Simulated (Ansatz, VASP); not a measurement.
**Two plane-wave programs on TiC**

File INCAR:

```
  PREC = Accurate
  ENCUT = 600
  EDIFF = 1E-6
  ISMEAR = -1
  SIGMA = 0.15
  LREAL = False
  LASPH = True
  NELM = 120
  ALGO = Normal
  ISIF = 2
  LWAVE = False
  LCHARG = False
  GGA = PE
  NBANDS = 15
  GGA_COMPAT = False
```

The input KPOINTS:

```
regular mesh
0
Gamma
  16 16 16
```

The input POSCAR:

```
TiC
1.0
    0.0000000000      2.2014000000      2.2014000000
    2.2014000000      0.0000000000      2.2014000000
    2.2014000000      2.2014000000      0.0000000000
Ti C
1 1
Direct
    0.0000000000      0.0000000000      0.0000000000
    0.5000000000      0.5000000000      0.5000000000
```

Input for Ansatz:

```yaml
crystal:
  lattice:
    - [0.0, 2.2014, 2.2014]
    - [2.2014, 0.0, 2.2014]
    - [2.2014, 2.2014, 0.0]
  atoms:
    - { symbol: Ti, position: [0.0, 0.0, 0.0] }
    - { symbol: C, position: [0.5, 0.5, 0.5] }
kpoints:
  mp_grid: { grid: [16, 16, 16] }
hamiltonian:
  xc: pbe
  pseudopotentials: { kind: nc, accuracy: standard }
scf:
  occupations: { method: fermi_dirac, width: 0.15 }
  eigensolver: { kind: davidson }
  convergence: { dr2_threshold: 1.0e-11 }
output:
  forces: true
  eigenvalues: true
  stress: true
```

Alike in both runs: task single point; functional PBE; k mesh 16 × 16 × 16; occupations fermi-dirac, width 0.15 eV; no spin polarisation.

|  | VASP | Ansatz |
| --- | --- | --- |
| version | VASP 6.6.1 | Ansatz 0.2.0 |
| potentials or method | VASP PAW PBE potentials, release 64 (Ti_sv, C) | scalar-relativistic, plane waves, norm-conserving potentials |
| plane-wave cutoff (eV) | 600 | 1143 |
| valence electrons in the cell | 16 | 16 |

Ansatz gave:

| Item | Value |
| --- | --- |
| gap on the k mesh at the Fermi level (eV) | none |
| pressure (GPa) | -10.8 |

Q: Which values does VASP return?

A: gap on the k mesh at the Fermi level (eV): none; pressure (GPa): -10.7.

A gap of «none» marks a metal or a gap that the smearing closes.
